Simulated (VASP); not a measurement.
# Hf2NbF (P4/mmm) in VASP: single point with PBE

Aim: the single point of Hf2NbF with PBE.

Program: VASP 6.6.1. These are calculated values, not measurements. Logs are shortened: lines on timing, memory, paths and dates and some standing lists are left out, and cuts for length are marked.

## 1. The cell of the first run

Symmetry: P4/mmm, No. 123, tetragonal system. The conventional cell has a = 3.855 Å, b = 3.855 Å, c = 5.193 Å, α = 90.00°, β = 90.00°, γ = 90.00°. Hf (site symmetry 4/mmm) has 2 Nb at 2.60 Å and 4 F at 2.73 Å within 3.4 Å. Hf (site symmetry 4/mmm) has 2 F at 2.60 Å and 4 Nb at 2.73 Å within 3.4 Å. Within 3.4 Å of Nb (site symmetry 4/mmm) lie 6 Hf at 2.60 to 2.73 Å. Within 3.4 Å of F (site symmetry 4/mmm) lie 6 Hf at 2.60 to 2.73 Å.

## 2. Single point, PBE

POSCAR

```
Hf2NbF
1.0
    3.8546147352      0.0000000000      0.0000000000
    0.0000000000      3.8546147352      0.0000000000
    0.0000000000      0.0000000000      5.1928028603
Hf Nb F
2 1 1
Direct
    0.0000000000      0.0000000000      0.5000000000
    0.5000000000      0.5000000000      0.0000000000
    0.0000000000      0.0000000000      0.0000000000
    0.5000000000      0.5000000000      0.5000000000
```

INCAR.step1

```
SYSTEM = Hf2NbF
PREC = Accurate ; ENCUT = 520
EDIFF = 1E-7 ; ISMEAR = 0
SIGMA = 0.1 ; LREAL = .FALSE.
LASPH = .TRUE. ; NELM = 100
ALGO = Normal ; ISIF = 2
LWAVE = .FALSE. ; LCHARG = .TRUE.
LMAXMIX = 4 ; GGA = PE
NBANDS = 28
```

KPOINTS.step1

```
Automatic mesh
0
G
  12 12 10
  0 0 0
```

INCAR.step2

```
SYSTEM = Hf2NbF
PREC = Accurate ; ENCUT = 520
EDIFF = 1E-7 ; ISMEAR = -5
SIGMA = 0.1 ; LREAL = .FALSE.
LASPH = .TRUE. ; NELM = 100
ALGO = Normal ; ISIF = 2
LWAVE = .FALSE. ; LCHARG = .FALSE.
LMAXMIX = 4 ; GGA = PE
LORBIT = 10 ; NBANDS = 28
NEDOS = 2001 ; ICHARG = 11
```

KPOINTS.step2

```
Automatic mesh
0
G
  18 18 15
  0 0 0
```

Potentials or basis: VASP PAW PBE potentials, release 64 (Hf_pv, Nb_sv, F).

On the command line:

```bash
$ cat potpaw_PBE.64/Hf_pv/POTCAR potpaw_PBE.64/Nb_sv/POTCAR potpaw_PBE.64/F/POTCAR > POTCAR
$ cp INCAR.step1 INCAR
$ cp KPOINTS.step1 KPOINTS
$ mpirun -np 1 vasp_std > vasp.out
$ cp INCAR.step2 INCAR
$ cp KPOINTS.step2 KPOINTS
$ mpirun -np 1 vasp_std > vasp.out
```

OUTCAR:

```text
SYSTEM = Hf2NbF
   PREC = Accurate
   ENCUT = 520
   EDIFF = 1E-7
   ISMEAR = -5
   LREAL = .FALSE.
   LASPH = .TRUE.
   NELM = 100
   ISIF = 2
   GGA = PE
   LORBIT = 10
   ICHARG = 11

 ion  position               nearest neighbor table
   1  0.000  0.000  0.500-   3 2.60   3 2.60   4 2.73   4 2.73   4 2.73   4 2.73   2 3.76   2 3.76
                             2 3.76   2 3.76   2 3.76   2 3.76   2 3.76   2 3.76
   2  0.500  0.500  0.000-   4 2.60   4 2.60   3 2.73   3 2.73   3 2.73   3 2.73   1 3.76   1 3.76
                             1 3.76   1 3.76   1 3.76   1 3.76   1 3.76   1 3.76
   3  0.000  0.000  0.000-   1 2.60   1 2.60   2 2.73   2 2.73   2 2.73   2 2.73
   4  0.500  0.500  0.500-   2 2.60   2 2.60   1 2.73   1 2.73   1 2.73   1 2.73

  LATTYP: Found a simple tetragonal cell.
 ALAT       =     3.8546147352
 C/A-ratio  =     1.3471652077

  Lattice vectors:

 A1 = (   3.8546147352,   0.0000000000,   0.0000000000)
 A2 = (   0.0000000000,   3.8546147352,   0.0000000000)
 A3 = (   0.0000000000,   0.0000000000,   5.1928028603)

Analysis of symmetry for initial positions (statically):
=====================================================================
 Subroutine PRICEL returns:
 Original cell was already a primitive cell.

 Routine SETGRP: Setting up the symmetry group for a
 simple tetragonal supercell.

 Subroutine GETGRP returns: Found 16 space group operations
 (whereof 16 operations were pure point group operations)
 out of a pool of 16 trial point group operations.

The static configuration has the point symmetry D_4h.

Analysis of symmetry for dynamics (positions and initial velocities):
=====================================================================
 Subroutine PRICEL returns:
 Original cell was already a primitive cell.

 Routine SETGRP: Setting up the symmetry group for a
 simple tetragonal supercell.

 Subroutine GETGRP returns: Found 16 space group operations
 (whereof 16 operations were pure point group operations)
 out of a pool of 16 trial point group operations.

The dynamic configuration has the point symmetry D_4h.

 Subroutine INISYM returns: Found 16 space group operations
 (whereof 16 operations are pure point group operations),
 and found     1 'primitive' translations

----------------------------------------------------------------------------------------

                                     Primitive cell

  volume of cell :      77.1549

  direct lattice vectors                    reciprocal lattice vectors
     3.854614735  0.000000000  0.000000000     0.259429299  0.000000000  0.000000000
     0.000000000  3.854614735  0.000000000     0.000000000  0.259429299  0.000000000
     0.000000000  0.000000000  5.192802860     0.000000000  0.000000000  0.192574228

  length of vectors
     3.854614735  3.854614735  5.192802860     0.259429299  0.259429299  0.192574228

  position of ions in fractional coordinates (direct lattice)
     0.000000000  0.000000000  0.500000000
     0.500000000  0.500000000  0.000000000
     0.000000000  0.000000000  0.000000000
     0.500000000  0.500000000  0.500000000

  ion indices of the primitive-cell ions
   primitive index   ion index
                 1           1
                 2           2
                 3           3
                 4           4

----------------------------------------------------------------------------------------

 KPOINTS: Automatic mesh

Automatic generation of k-mesh.
 Grid dimensions read from file:
 generate k-points for:   18   18   15

 Generating k-lattice:

  Cartesian coordinates                     Fractional coordinates (reciprocal lattice)
     0.014412739  0.000000000  0.000000000     0.055555556  0.000000000  0.000000000
     0.000000000  0.014412739  0.000000000     0.000000000  0.055555556  0.000000000
     0.000000000  0.000000000  0.012838282     0.000000000  0.000000000  0.066666667

  Length of vectors
     0.014412739  0.014412739  0.012838282

  Shift w.r.t. Gamma in fractional coordinates (k-lattice)
     0.000000000  0.000000000  0.000000000

 TETIRR: Found   7299 inequivalent tetrahedra from    29160

 Subroutine IBZKPT returns following result:
 ===========================================

 Found    440 irreducible k-points:

 Following reciprocal coordinates:
            Coordinates               Weight
  0.000000  0.000000  0.000000      1.000000
  0.055556  0.000000  0.000000      4.000000
  0.111111  0.000000  0.000000      4.000000
  0.166667  0.000000  0.000000      4.000000
  0.222222  0.000000  0.000000      4.000000
  0.277778  0.000000  0.000000      4.000000
[... 16 lines left out ...]
  0.277778  0.111111  0.000000      8.000000
  0.333333  0.111111  0.000000      8.000000
 [... further k-points ...]
   k-points           NKPTS =    440   k-points in BZ     NKDIM =    440   number of bands    NBANDS=     28
   number of dos      NEDOS =   2001   number of ions     NIONS =      4
   total plane-waves  NPLWV =  36000
   dimension x,y,z NGX =    30 NGY =   30 NGZ =   40
   dimension x,y,z NGXF=    60 NGYF=   60 NGZF=   80
   ions per type =               2   1   1
   NGX,Y,Z   is equivalent  to a cutoff of  12.94, 12.94, 12.81 a.u.
   NGXF,Y,Z  is equivalent  to a cutoff of  25.88, 25.88, 25.61 a.u.
 SYSTEM =  Hf2NbF
   PREC   = accura    normal or accurate (medium, high low for compatibility)
   ISTART =      0    job   : 0-new  1-cont  2-samecut
   ICHARG =     11    charge: 1-file 2-atom 10-const
   ISPIN  =      1    spin polarized calculation?
   LNONCOLLINEAR =      F non collinear calculations
   LSORBIT =      F    spin-orbit coupling
   LASPH  =      T    aspherical Exc in radial PAW
   ENCUT  =  520.0 eV  38.22 Ry    6.18 a.u.   7.17  7.17  9.66*2*pi/ulx,y,z
   NELM   =    100;   NELMIN=  2; NELMDL=  0     # of ELM steps
   EDIFF  = 0.1E-06   stopping-criterion for ELM
   LREAL  =      F    real-space projection
   EDIFFG = 0.1E-05   stopping-criterion for IOM
   NSW    =      0    number of steps for IOM
   IBRION =     -1    ionic relax: 0-MD 1-quasi-New 2-CG
   NFREE  =      0    steps in history (QN), initial steepest desc. (CG)
   ISIF   =      2    stress and relaxation
   ISYM   =      2    0-nonsym 1-usesym 2-fastsym
   POTIM  = 0.5000    time-step for ionic-motion
   TEBEG  =    0.0;   TEEND  =   0.0 temperature during run
   PSTRESS=    0.0 pullay stress
   NELECT =      40.0000    total number of electrons
   NUPDOWN=      -1.0000    fix difference up-down
   EMIN   =  10.00;   EMAX   =-10.00  energy-range for DOS
   EFERMI =   0.00;   METHOD = LEGACY
   ISMEAR =    -5;   SIGMA  =   0.10  broadening in eV -4-tet -1-fermi 0-gaus
   EFERMI_NEDOS =   21; number of points for ismear=-14 and -15
   IALGO  =     38    algorithm
   IMIX   =      4    mixing-type and parameters
     AMIX     =   0.40;   BMIX     =  1.00
     AMIX_MAG =   1.60;   BMIX_MAG =  1.00
  volume/ion in A,a.u.               =      19.29       130.17
  Fermi-wavevector in a.u.,A,eV,Ry     =   1.315145  2.485263 23.532715  1.729606
  Thomas-Fermi vector in A             =   2.445348
   LORBIT       =     10    0 simple, 1 ext, 2 COOP (PROOUT), +10 PAW based schemes
   GGA     = PE    functional components
   LHFCALC =     F    Hartree Fock is set to
   AEXX    =    0.0000 exact exchange contribution
   IVDW    =     0    specifies the selected vdW correction
   LEPSILON=     F    determine dielectric tensor
   LRPA    =     F    only Hartree local field effects (RPA)
 non-spin polarized calculation
 Fermi weights with tetrahedron method with Bloechl corrections
  energy-cutoff  :      520.00
  volume of cell :       77.15
 maximum number of plane-waves:      2116
 NGX is ok and might be reduce to    30

 number of electron      40.0000009 magnetization

 Free energy of the ion-electron system (eV)
  ---------------------------------------------------
  ext. energy  EPLUGINS =         0.00000000
  ---------------------------------------------------
  free energy    TOTEN  =       -32.36367901 eV

  energy without entropy =      -32.36367901  energy(sigma->0) =      -32.36367901

 E-fermi :   5.9975     XC(G=0): -11.0147

 val. band max:        6.0245707669   @ k =   0.3333   0.2778   0.0000
 cond. band min:       5.9747594895   @ k =   0.1667   0.0556   0.3333
 fundamental gap:     -0.0498112773
 Fermi energy:         5.9974541488

 k-point     1 :       0.0000    0.0000    0.0000
  band No.  band energies     occupation
      1     -48.0126      2.00000
      2     -26.1314      2.00000
      3     -25.9077      2.00000
      4     -25.9077      2.00000
      5     -25.2200      2.00000
      6     -25.2200      2.00000
[... 20 lines left out ...]
     27       9.3334      0.00000
     28      11.1256      0.00000

 k-point     2 :       0.0556    0.0000    0.0000
  band No.  band energies     occupation
      1     -48.0126      2.00000
      2     -26.1307      2.00000
      3     -25.9094      2.00000
      4     -25.9073      2.00000
      5     -25.2137      2.00000
      6     -25.2125      2.00000
[... 20 lines left out ...]
     27       9.5173      0.00000
     28      11.1184      0.00000

 k-point     3 :       0.1111    0.0000    0.0000
  band No.  band energies     occupation
      1     -48.0126      2.00000
      2     -26.1287      2.00000
      3     -25.9144      2.00000
      4     -25.9063      2.00000
      5     -25.1951      2.00000
      6     -25.1904      2.00000
[... 20 lines left out ...]
     27       9.9591      0.00000
     28      11.1080      0.00000

 k-point     4 :       0.1667    0.0000    0.0000
  band No.  band energies     occupation
      1     -48.0127      2.00000
      2     -26.1257      2.00000
      3     -25.9221      2.00000
      4     -25.9046      2.00000
      5     -25.1774      2.00000
      6     -25.1647      2.00000
[... 578 lines left out ...]
     27       9.8222      0.00000
     28      10.7837      0.00000

 k-point    23 :       0.2778    0.1111    0.0000
  band No.  band energies     occupation
      1     -48.0125      2.00000
      2     -26.1164      2.00000
      3     -25.9408      2.00000
      4     -25.9081      2.00000
      5     -25.2083      2.00000
      6     -25.1790      2.00000
[... 20 lines left out ...]
     27       9.3655      0.00000
     28      10.3649      0.00000

 k-point    24 :       0.3333    0.1111    0.0000
  band No.  band energies     occupation
      1     -48.0125      2.00000
      2     -26.1129      2.00000
      3     -25.9503      2.00000
      4     -25.9063      2.00000
      5     -25.1797      2.00000
      6     -25.1682      2.00000
[... 20 lines left out ...]
     27       9.1672      0.00000
     28       9.8479      0.00000

 [... further k-points ...]
[... 5 lines left out ...]
  --------------------------------------------------------------------------------------
  -------------------------------------------------------------------------------------
  Total       -0.4902901     -0.4902901     -0.4317496      0.0000000      0.0000000      0.0000000
  in kB      -10.1812213    -10.1812213     -8.9655865      0.0000000      0.0000000      0.0000000
  external PRESSURE =      -9.7760097 kB  Pullay stress =       0.0000000 kB

 VOLUME and BASIS-vectors are now :
 -----------------------------------------------------------------------------
  energy-cutoff  :      520.00
  volume of cell :       77.15
      direct lattice vectors                 reciprocal lattice vectors
     3.854614735  0.000000000  0.000000000     0.259429299  0.000000000  0.000000000
     0.000000000  3.854614735  0.000000000     0.000000000  0.259429299  0.000000000
     0.000000000  0.000000000  5.192802860     0.000000000  0.000000000  0.192574228

 POSITION                                       TOTAL-FORCE (eV/Angst)
 -----------------------------------------------------------------------------------
      0.00000      0.00000      2.59640         0.000000      0.000000      0.000000
      1.92731      1.92731      0.00000         0.000000      0.000000      0.000000
      0.00000      0.00000      0.00000         0.000000      0.000000      0.000000
      1.92731      1.92731      2.59640         0.000000      0.000000      0.000000
 -----------------------------------------------------------------------------------
    total drift:                                0.000000      0.000000      0.000000

  FREE ENERGIE OF THE ION-ELECTRON SYSTEM (eV)
  ---------------------------------------------------
  free  energy   TOTEN  =       -32.3636790057 eV

  energy  without entropy=      -32.3636790057  energy(sigma->0) =      -32.36367901

 total charge

# of ion       s       p       d       tot
------------------------------------------
    1        0.369   6.175   1.539   8.082
    2        0.400   6.281   1.629   8.311
    3        2.237   5.955   2.876  11.068
    4        1.754   4.281   0.000   6.035
--------------------------------------------------
tot          4.760  22.692   6.044  33.496
```

Wall time 7.3 min (1 thread of Intel Xeon 6975P-C (Granite Rapids), shared host); peak memory 0.9 GiB.

Results:

```yaml
Valence_electrons_inside_the_program's_atomic_spheres: Hf 8.08, 8.31; Nb 11.07; F 6.04
```

Levels at points of the mesh, in eV from the Fermi level:
```
           k point  band 17  band 18  band 19  band 20  band 21  band 22  band 23  band 24
(0.00, 0.00, 0.00)    -2.75    -2.19    -1.84    -1.84    -0.49    -0.12     1.83     2.13
(0.50, 0.00, 0.00)    -2.20    -1.38    -1.05    -0.44     0.61     1.26     1.47     1.48
(0.50, 0.50, 0.00)    -2.91    -2.34    -1.41     0.72     1.26     1.26     1.95     3.22
```

Caveat: spin-orbit coupling is left out, which moves the levels of the heavy elements.
